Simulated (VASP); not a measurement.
# Sn (Fm-3m) in VASP: notebook

Sn is run at these levels: PBEsol; tasks: single point, relaxation of cell and atoms.

Program: VASP 6.6.1. These are calculated values, not measurements. Logs are shortened: lines on timing, memory, paths and dates and some standing lists are left out, and cuts for length are marked.

**1. The cell of the first run**

It takes space group Fm-3m (No. 225, cubic). Conventional cell: a = 4.783 Å, b = 4.783 Å, c = 4.783 Å, α = 90.00°, β = 90.00°, γ = 90.00°. Within 4.4 Å of Sn (site symmetry m-3m) lie 12 Sn at 3.38 Å.

**2. Single point, PBEsol**

The input, INCAR:

```
SYSTEM = Sn
ALGO = Normal
EDIFF = 1E-6
ENCUT = 520
GGA = PS
ISIF = 2
ISMEAR = 0
LASPH = .TRUE.
LCHARG = .FALSE.
LREAL = .FALSE.
LWAVE = .FALSE.
NBANDS = 13
NELM = 80
PREC = Accurate
SIGMA = 0.1
```

The input, KPOINTS:

```
k-points
0
G
  6 6 6
  0 0 0
```

The input, POSCAR:

```
Sn
1.0
    0.0000000000      2.3917114000      2.3917114000
    2.3917114000      0.0000000000      2.3917114000
    2.3917114000      2.3917114000      0.0000000000
Sn
1
Direct
    0.0000000000      0.0000000000      0.0000000000
```

Potentials or basis: VASP PAW PBE potentials, release 64 (Sn_d).

On the command line:

```
cat potpaw_PBE.64/Sn_d/POTCAR > POTCAR
mpirun -np 1 vasp_std > vasp.out
```

OUTCAR:

```text
SYSTEM = Sn
   EDIFF = 1E-6
   ENCUT = 520
   GGA = PS
   ISIF = 2
   ISMEAR = 0
   LASPH = .TRUE.
   LREAL = .FALSE.
   NELM = 80
   PREC = Accurate

 ion  position               nearest neighbor table
   1  0.000  0.000  0.000-

  LATTYP: Found a face centered cubic cell.
 ALAT       =     4.7834228000

  Lattice vectors:

 A1 = (   0.0000000000,   2.3917114000,   2.3917114000)
 A2 = (   2.3917114000,   0.0000000000,   2.3917114000)
 A3 = (   2.3917114000,   2.3917114000,   0.0000000000)

Analysis of symmetry for initial positions (statically):
=====================================================================
 Subroutine PRICEL returns:
 Original cell was already a primitive cell.

 Routine SETGRP: Setting up the symmetry group for a
 face centered cubic supercell.

 Subroutine GETGRP returns: Found 48 space group operations
 (whereof 48 operations were pure point group operations)
 out of a pool of 48 trial point group operations.

The static configuration has the point symmetry O_h .

Analysis of symmetry for dynamics (positions and initial velocities):
=====================================================================
 Subroutine PRICEL returns:
 Original cell was already a primitive cell.

 Routine SETGRP: Setting up the symmetry group for a
 face centered cubic supercell.

 Subroutine GETGRP returns: Found 48 space group operations
 (whereof 48 operations were pure point group operations)
 out of a pool of 48 trial point group operations.

The dynamic configuration has the point symmetry O_h .

 Subroutine INISYM returns: Found 48 space group operations
 (whereof 48 operations are pure point group operations),
 and found     1 'primitive' translations

----------------------------------------------------------------------------------------

                                     Primitive cell

  volume of cell :      27.3625

  direct lattice vectors                    reciprocal lattice vectors
     0.000000000  2.391711400  2.391711400    -0.209055323  0.209055323  0.209055323
     2.391711400  0.000000000  2.391711400     0.209055323 -0.209055323  0.209055323
     2.391711400  2.391711400  0.000000000     0.209055323  0.209055323 -0.209055323

  length of vectors
     3.382390699  3.382390699  3.382390699     0.362094442  0.362094442  0.362094442

  position of ions in fractional coordinates (direct lattice)
     0.000000000  0.000000000  0.000000000

  ion indices of the primitive-cell ions
   primitive index   ion index
                 1           1

----------------------------------------------------------------------------------------

 KPOINTS: k-points

Automatic generation of k-mesh.
 Grid dimensions read from file:
 generate k-points for:    6    6    6

 Generating k-lattice:

  Cartesian coordinates                     Fractional coordinates (reciprocal lattice)
    -0.034842554  0.034842554  0.034842554     0.166666667  0.000000000  0.000000000
     0.034842554 -0.034842554  0.034842554     0.000000000  0.166666667  0.000000000
     0.034842554  0.034842554 -0.034842554     0.000000000  0.000000000  0.166666667

  Length of vectors
     0.060349074  0.060349074  0.060349074

  Shift w.r.t. Gamma in fractional coordinates (k-lattice)
     0.000000000  0.000000000  0.000000000

 Subroutine IBZKPT returns following result:
 ===========================================

 Found     16 irreducible k-points:

 Following reciprocal coordinates:
            Coordinates               Weight
  0.000000  0.000000  0.000000      1.000000
  0.166667  0.000000  0.000000      8.000000
  0.333333  0.000000  0.000000      8.000000
  0.500000  0.000000  0.000000      4.000000
  0.166667  0.166667  0.000000      6.000000
  0.333333  0.166667  0.000000     24.000000
[... 8 lines left out ...]
 -0.333333  0.333333  0.166667     24.000000
 -0.333333  0.500000  0.166667     12.000000
   k-points           NKPTS =     16   k-points in BZ     NKDIM =     16   number of bands    NBANDS=     13
   number of dos      NEDOS =    301   number of ions     NIONS =      1
   total plane-waves  NPLWV =  21952
   dimension x,y,z NGX =    28 NGY =   28 NGZ =   28
   dimension x,y,z NGXF=    56 NGYF=   56 NGZF=   56
   ions per type =               1
   NGX,Y,Z   is equivalent  to a cutoff of  13.76, 13.76, 13.76 a.u.
   NGXF,Y,Z  is equivalent  to a cutoff of  27.52, 27.52, 27.52 a.u.
 SYSTEM =  Sn
   PREC   = accura    normal or accurate (medium, high low for compatibility)
   ISTART =      0    job   : 0-new  1-cont  2-samecut
   ICHARG =      2    charge: 1-file 2-atom 10-const
   ISPIN  =      1    spin polarized calculation?
   LNONCOLLINEAR =      F non collinear calculations
   LSORBIT =      F    spin-orbit coupling
   LASPH  =      T    aspherical Exc in radial PAW
   ENCUT  =  520.0 eV  38.22 Ry    6.18 a.u.   6.29  6.29  6.29*2*pi/ulx,y,z
   NELM   =     80;   NELMIN=  2; NELMDL= -5     # of ELM steps
   EDIFF  = 0.1E-05   stopping-criterion for ELM
   LREAL  =      F    real-space projection
   EDIFFG = 0.1E-04   stopping-criterion for IOM
   NSW    =      0    number of steps for IOM
   IBRION =     -1    ionic relax: 0-MD 1-quasi-New 2-CG
   NFREE  =      0    steps in history (QN), initial steepest desc. (CG)
   ISIF   =      2    stress and relaxation
   ISYM   =      2    0-nonsym 1-usesym 2-fastsym
   POTIM  = 0.5000    time-step for ionic-motion
   TEBEG  =    0.0;   TEEND  =   0.0 temperature during run
   PSTRESS=    0.0 pullay stress
   NELECT =      14.0000    total number of electrons
   NUPDOWN=      -1.0000    fix difference up-down
   EMIN   =  10.00;   EMAX   =-10.00  energy-range for DOS
   EFERMI =   0.00;   METHOD = LEGACY
   ISMEAR =     0;   SIGMA  =   0.10  broadening in eV -4-tet -1-fermi 0-gaus
   EFERMI_NEDOS =   21; number of points for ismear=-14 and -15
   IALGO  =     38    algorithm
   IMIX   =      4    mixing-type and parameters
     AMIX     =   0.40;   BMIX     =  1.00
     AMIX_MAG =   1.60;   BMIX_MAG =  1.00
  volume/ion in A,a.u.               =      27.36       184.65
  Fermi-wavevector in a.u.,A,eV,Ry     =   1.309379  2.474368 23.326830  1.714474
  Thomas-Fermi vector in A             =   2.439982
   LORBIT       =      0    0 simple, 1 ext, 2 COOP (PROOUT), +10 PAW based schemes
   GGA     = PS    functional components
   LHFCALC =     F    Hartree Fock is set to
   AEXX    =    0.0000 exact exchange contribution
   IVDW    =     0    specifies the selected vdW correction
   LEPSILON=     F    determine dielectric tensor
   LRPA    =     F    only Hartree local field effects (RPA)
 non-spin polarized calculation
 Gauss-broadening in eV      SIGMA  =   0.10
  energy-cutoff  :      520.00
  volume of cell :       27.36
 maximum number of plane-waves:       754
 NGX is ok and might be reduce to    28
   NGX = 13   NGY = 13   NGZ = 13

 number of electron      14.0000004 magnetization

 Free energy of the ion-electron system (eV)
  ---------------------------------------------------
  ext. energy  EPLUGINS =         0.00000000
  ---------------------------------------------------
  free energy    TOTEN  =        -4.10680147 eV

  energy without entropy =       -4.09765188  energy(sigma->0) =       -4.10222668

 E-fermi :   7.9805     XC(G=0): -10.4649

 val. band max:        7.8860180472   @ k =  -0.3333   0.3333   0.1667
 cond. band min:       7.9882023194   @ k =   0.5000   0.3333   0.0000
 fundamental gap:      0.1021842722
 Fermi energy:         7.9805039217

 k-point     1 :       0.0000    0.0000    0.0000
  band No.  band energies     occupation
      1     -13.5152      2.00000
      2     -13.5152      2.00000
      3     -13.5152      2.00000
      4     -13.4393      2.00000
      5     -13.4393      2.00000
      6      -3.1946      2.00000
      7      15.5378      0.00000
      8      15.5378      0.00000
      9      15.5378      0.00000
     10      18.5183      0.00000
     11      19.7125      0.00000
     12      19.7125      0.00000
     13      19.7125      0.00000

 k-point     2 :       0.1667    0.0000    0.0000
  band No.  band energies     occupation
      1     -13.5138      2.00000
      2     -13.4986      2.00000
      3     -13.4986      2.00000
      4     -13.4353      2.00000
      5     -13.4353      2.00000
      6      -2.6251      2.00000
      7      11.4724      0.00000
      8      14.8466      0.00000
      9      14.8466      0.00000
     10      17.6216      0.00000
     11      20.7203      0.00000
     12      20.7203      0.00000
     13      21.3649      0.00000

 k-point     3 :       0.3333    0.0000    0.0000
  band No.  band energies     occupation
      1     -13.5135      2.00000
      2     -13.5005      2.00000
      3     -13.5005      2.00000
      4     -13.3917      2.00000
      5     -13.3917      2.00000
      6      -0.9299      2.00000
      7       6.4809      2.00000
      8      13.9722      0.00000
      9      13.9722      0.00000
     10      17.4551      0.00000
     11      19.2108      0.00000
     12      19.2108      0.00000
     13      19.3124      0.00000

 k-point     4 :       0.5000    0.0000    0.0000
  band No.  band energies     occupation
      1     -13.5145      2.00000
      2     -13.5089      2.00000
      3     -13.5089      2.00000
      4     -13.3621      2.00000
      5     -13.3621      2.00000
      6       1.1112      2.00000
      7       3.2948      2.00000
      8      13.6445      0.00000
      9      13.6445      0.00000
     10      17.8723      0.00000
     11      18.0822      0.00000
     12      18.5250      0.00000
     13      18.5250      0.00000

 k-point     5 :       0.1667    0.1667    0.0000
  band No.  band energies     occupation
      1     -13.5369      2.00000
      2     -13.4732      2.00000
      3     -13.4732      2.00000
      4     -13.4625      2.00000
      5     -13.4219      2.00000
      6      -2.4351      2.00000
      7      13.1707      0.00000
      8      13.1707      0.00000
      9      13.2071      0.00000
     10      16.0125      0.00000
     11      17.8282      0.00000
     12      23.1369      0.00000
     13      23.1370      0.00000
[... 129 lines left out ...]
 k-point    14 :       0.5000    0.3333    0.1667
  band No.  band energies     occupation
      1     -13.5264      2.00000
      2     -13.5016      2.00000
      3     -13.4468      2.00000
      4     -13.3891      2.00000
      5     -13.3807      2.00000
      6       0.5475      2.00000
      7       7.3109      2.00000
      8       8.3141      0.00000
      9      10.7351      0.00000
     10      17.3077      0.00000
     11      17.9522      0.00000
     12      20.6100      0.00000
     13      25.8461      0.00000

 k-point    15 :      -0.3333    0.3333    0.1667
  band No.  band energies     occupation
      1     -13.5131      2.00000
      2     -13.4870      2.00000
      3     -13.4380      2.00000
      4     -13.4200      2.00000
      5     -13.3605      2.00000
      6       2.4165      2.00000
      7       4.8614      2.00000
      8       7.8860      1.81853
      9       9.6098      0.00000
     10      17.4194      0.00000
     11      19.3466      0.00000
     12      22.3799      0.00000
     13      22.9777      0.00000

 k-point    16 :      -0.3333    0.5000    0.1667
  band No.  band energies     occupation
      1     -13.5398      2.00000
      2     -13.5156      2.00000
      3     -13.4101      2.00000
      4     -13.3968      2.00000
      5     -13.3421      2.00000
      6       3.2452      2.00000
      7       5.1436      2.00000
      8       7.5041      2.00000
      9       8.1285      0.03633
     10      16.9158      0.00000
     11      17.3257      0.00000
     12      23.2820      0.00000
     13      23.8754      0.00000

------------------------ aborting loop because EDIFF is reached ----------------------------------------

  FORCE on cell =-STRESS in cart. coord.  units (eV):
  Direction    XX          YY          ZZ          XY          YZ          ZX
  --------------------------------------------------------------------------------------
  -------------------------------------------------------------------------------------
  Total       -0.0618572     -0.0618572     -0.0618572     -0.0000000      0.0000000     -0.0000000
  in kB       -3.6219684     -3.6219684     -3.6219684     -0.0000000      0.0000000     -0.0000000
  external PRESSURE =      -3.6219684 kB  Pullay stress =       0.0000000 kB

 VOLUME and BASIS-vectors are now :
 -----------------------------------------------------------------------------
  energy-cutoff  :      520.00
  volume of cell :       27.36
      direct lattice vectors                 reciprocal lattice vectors
     0.000000000  2.391711400  2.391711400    -0.209055323  0.209055323  0.209055323
     2.391711400  0.000000000  2.391711400     0.209055323 -0.209055323  0.209055323
     2.391711400  2.391711400  0.000000000     0.209055323  0.209055323 -0.209055323

 POSITION                                       TOTAL-FORCE (eV/Angst)
 -----------------------------------------------------------------------------------
      0.00000      0.00000      0.00000        -0.000000      0.000000     -0.000000
 -----------------------------------------------------------------------------------
    total drift:                               -0.000000     -0.000000     -0.000000

  FREE ENERGIE OF THE ION-ELECTRON SYSTEM (eV)
  ---------------------------------------------------
  free  energy   TOTEN  =        -4.1068014749 eV

  energy  without entropy=       -4.0976518845  energy(sigma->0) =       -4.10222668
```

It took 6.5 s on 1 thread of Intel Xeon 6975P-C (Granite Rapids), shared host; peak memory 0.15 GiB.

What came out:

```
Free energy            : -4.1068 eV
Pressure               : -0.4 GPa
Band gap on the k mesh : zero (band 7 reaches 15.54 eV, above the bottom of band 8 at 5.98 eV)
```

Caveat: the k points lie up to 0.38 Å⁻¹ apart; the PAW data sets were made with another functional, which shifts forces and pressure a little; spin-orbit coupling is left out, which moves the levels of the heavy elements.

(Part 1 of 3 ends here.)
